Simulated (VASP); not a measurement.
Si2Mo (d3): single point with PBE+D3(BJ)

Si2Mo (d3):

```
CELL_PARAMETERS angstrom
4.58547 0.00000 0.00000
-2.29274 3.97113 0.00000
0.00000 0.00000 6.57976
ATOMIC_POSITIONS crystal
Si 0.16387 0.83613 0.83333
Si 0.32775 0.16387 0.16667
Si 0.83613 0.67225 0.50000
Si 0.83613 0.16387 0.83333
Si 0.67225 0.83613 0.16667
Si 0.16387 0.32775 0.50000
Mo 0.50000 0.00000 0.50000
Mo 0.00000 0.50000 0.16667
Mo 0.50000 0.50000 0.83333
```

- Program: VASP 6.6.1
- Task: single point
- Functional: PBE
- Dispersion: D3(BJ)
- Potentials or basis: VASP PAW PBE potentials, release 64 (Si, Mo_sv)
- Cutoff: 520 eV
- k mesh: 6 × 6 × 4
- Occupations: gaussian, width 0.1 eV
- Spin: no spin polarisation

```
Pressure                   : -3.6 GPa
Largest force              : 0.007 eV/Å
Band gap on the k mesh     : 0.05 eV, indirect (least direct gap 0.54 eV)
Dispersion energy per atom : -0.581 eV
```

Forces in eV/Å, atoms in the order of the input:
```
Si   0.006 -0.003  0.000
Si   0.006  0.003  0.000
Si   0.000 -0.007  0.000
Si  -0.006  0.003  0.000
Si  -0.006 -0.003  0.000
Si   0.000  0.007  0.000
Mo   0.000  0.000  0.000
Mo   0.000  0.000  0.000
Mo   0.000  0.000  0.000
```

Stress tensor (GPa, compression positive):
```
-3.49  0.00  0.00
 0.00 -3.49  0.00
 0.00  0.00 -3.67
```

Levels at points of the mesh, in eV from the valence-band top:
| k point | band 30 | band 31 | band 32 | band 33 | band 34 | band 35 | band 36 | band 37 |
| --- | --- | --- | --- | --- | --- | --- | --- | --- |
| (0.00, 0.00, 0.00) | -3.03 | -2.75 | -2.10 | -0.83 | 1.99 | 2.35 | 2.35 | 2.45 |
| (0.50, 0.00, 0.00) | -2.15 | -1.58 | -1.07 | -0.65 | 0.05 | 0.70 | 0.85 | 1.29 |
| (0.00, 0.00, 0.50) | -2.32 | -2.10 | -0.74 | -0.74 | 1.84 | 2.27 | 2.27 | 2.28 |
| (0.50, 0.00, 0.50) | -2.69 | -1.97 | -1.25 | 0.00 | 0.54 | 1.09 | 1.34 | 1.34 |

Run time: 100 s on 1 thread of Intel(R) Xeon(R) Platinum 8259CL CPU @ 2.50GHz (Skylake/Cascade Lake) (shared host), peak memory 0.28 GiB.

A k mesh can miss the band edges.
